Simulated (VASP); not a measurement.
**KI: single point with PBE**

System: KI, a sheet with vacuum.

```
CELL_PARAMETERS angstrom
4.92746 0.29507 0.00000
-0.33126 4.92516 0.00000
0.00000 0.00000 23.80000
ATOMIC_POSITIONS crystal
K 0.00000 0.00000 0.29412
I 0.50000 0.50000 0.29412
```

The cell was generated, and may not be a known phase.

* Program: VASP 6.6.1
* Task: single point
* Functional: PBE
* Potentials or basis: VASP PAW PBE potentials, release 64 (K_sv, I)
* Cutoff: 520 eV
* k mesh: 4 × 4 × 1
* Occupations: gaussian, width 0.1 eV
* Spin: no spin polarisation

The band gap on the k mesh is 3.98 eV (least direct gap 4.00 eV).

Levels at points of the mesh, in eV from the valence-band top:
| k point | band 6 | band 7 | band 8 | band 9 | band 10 | band 11 |
| --- | --- | --- | --- | --- | --- | --- |
| (0.00, 0.00, 0.00) | -0.25 | -0.03 | -0.03 | 3.98 | 5.25 | 5.46 |
| (0.50, 0.00, 0.00) | -0.97 | -0.19 | -0.15 | 5.65 | 5.78 | 5.83 |
| (0.50, 0.50, 0.00) | -0.60 | -0.59 | 0.00 | 5.58 | 5.96 | 5.98 |

Run time: 84 s on 1 thread of Intel(R) Xeon(R) 6975P-C (Granite Rapids), on a shared host, peak memory 0.61 GiB.

Caveat: spin-orbit coupling is left out, which moves the levels of the heavy elements.
